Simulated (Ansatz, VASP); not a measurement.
**Two plane-wave programs on MnO**

The input INCAR:

```
SYSTEM = MnO
PREC = Accurate
ENCUT = 520
EDIFF = 1E-6
ISMEAR = -1
SIGMA = 0.05
LREAL = .False.
LASPH = .True.
NELM = 150
ALGO = Normal
ISIF = 2
LWAVE = .False.
LCHARG = .True.
ISPIN = 2
MAGMOM = -4.2 3.61 0 0
LORBIT = 11
LMAXMIX = 4
GGA = PE
LELF = .True.
LVHAR = .True.
NBANDS = 31
```

The input KPOINTS:

```
Automatic mesh
0
Gamma
  9 9 5
  0 0 0
```

POSCAR

```
MnO
1.0
    3.3717000000      0.0000000000      0.0000000000
   -1.6858500000      2.9199778539      0.0000000000
    0.0000000000      0.0000000000      5.3855000000
Mn O
2 2
Direct
    0.6666666667      0.3333333333      0.5109600000
    0.3333333333      0.6666666667      0.0109600000
    0.6666666667      0.3333333333      0.8754700000
    0.3333333333      0.6666666667      0.3754700000
```

File input.yaml:

```yaml
crystal:
  lattice:
    - [3.3717, 0.0, 0.0]
    - [-1.68585, 2.9199778539, 0.0]
    - [0.0, 0.0, 5.3855]
  atoms:
    - { symbol: Mn, position: [0.6666666667, 0.3333333333, 0.51096], spin: -4.2 }
    - { symbol: Mn, position: [0.3333333333, 0.6666666667, 0.01096], spin: 3.61 }
    - { symbol: O, position: [0.6666666667, 0.3333333333, 0.87547] }
    - { symbol: O, position: [0.3333333333, 0.6666666667, 0.37547] }
hamiltonian:
  xc: pbe
  pseudopotentials: { kind: paw }
magnetization:
  spin_polarized: true
kpoints:
  mp_grid: { grid: [9, 9, 5] }
scf:
  occupations: { method: fermi_dirac, width: 0.05 }
output:
  forces: true
  stress: true
  eigenvalues: true
```

Alike in both runs: task single point; functional PBE; k mesh 9 × 9 × 5; occupations fermi-dirac, width 0.05 eV; collinear spin.

```csv
,VASP,Ansatz
version,VASP 6.6.1,Ansatz 0.2.0
potentials or method,"VASP PAW PBE potentials, release 64 (Mn_pv, O)",Ansatz PAW
plane-wave cutoff (eV),520,420
valence electrons in the cell,38,42
```

Ansatz gave:

| Item | Value |
| --- | --- |
| gap on the k mesh at the Fermi level (eV) | none |
| pressure (GPa) | -0.4 |
| traceless stress, the component that is largest in VASP (GPa) | 0.20 |
| rms of the force components (eV/Å) | 0.048 |
| net moment per atom (μB) | 0.00 |
| size of the moment on the site where the two differ most (μB) | 3.70 |

Question: Estimate VASP's values.

Answer: gap on the k mesh at the Fermi level (eV): none; pressure (GPa): 0.0; traceless stress, the component that is largest in VASP (GPa): 0.42; rms of the force components (eV/Å): 0.062; net moment per atom (μB): 0.00; size of the moment on the site where the two differ most (μB): 4.23.

Site moments also hang on the region over which each program counts them. Atom by atom the forces differ by 0.015 eV/Å (rms over components). A gap of «none» marks a metal or a gap that the smearing closes. VASP's potentials hold 38 valence electrons a cell and Ansatz's 42, so a difference there can come from the potentials and not from the codes.
